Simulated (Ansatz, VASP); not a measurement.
**One calculation of ZnSe, two programs**

```
Zn Se
1.0
     4.04220    0.00000    0.00000
     0.00000    4.04220    0.00000
     0.00000    0.00000    4.94080
Zn Se
2 2
Direct
  0.00000 0.00000 0.00000
  0.50000 0.50000 0.00000
  0.00000 0.50000 0.27970
  0.50000 0.00000 0.72030
```

Alike in both runs: task single point; functional LDA; k mesh 8 × 8 × 6; occupations gaussian, width 0.05 eV; no spin polarisation.

|  | VASP | Ansatz |
| --- | --- | --- |
| version | VASP 6.6.1 | Ansatz 0.2.0 |
| potentials or method | VASP PAW LDA potentials, release 64 (Zn, Se), cutoff 520 eV | scalar-relativistic, plane waves, PAW |
| valence electrons in the cell | 36 | 56 |

|  | VASP | Ansatz | Ansatz less VASP |
| --- | --- | --- | --- |
| gap on the k mesh at the Fermi level (eV) | 1.15 | 1.15 | -0.003 |
| least direct gap on the mesh (eV) | 1.15 | 1.15 | -0.003 |
| pressure (GPa) | 2.6 | 2.1 | -0.50 |
| traceless stress, the component that is largest in VASP (GPa) | 1.23 | 1.28 | +0.054 |
| rms of the force components (eV/Å) | 0.251 | 0.223 | -0.0283 |

Ansatz warns that its potentials were made for another functional, while VASP's fit it. LDA's correlation is that of Perdew and Zunger in VASP and of Perdew and Wang (1992) in Ansatz. Atom by atom the forces differ by 0.028 eV/Å (rms over components). VASP's potentials hold 36 valence electrons a cell and Ansatz's 56, so a difference there can come from the potentials and not from the codes.
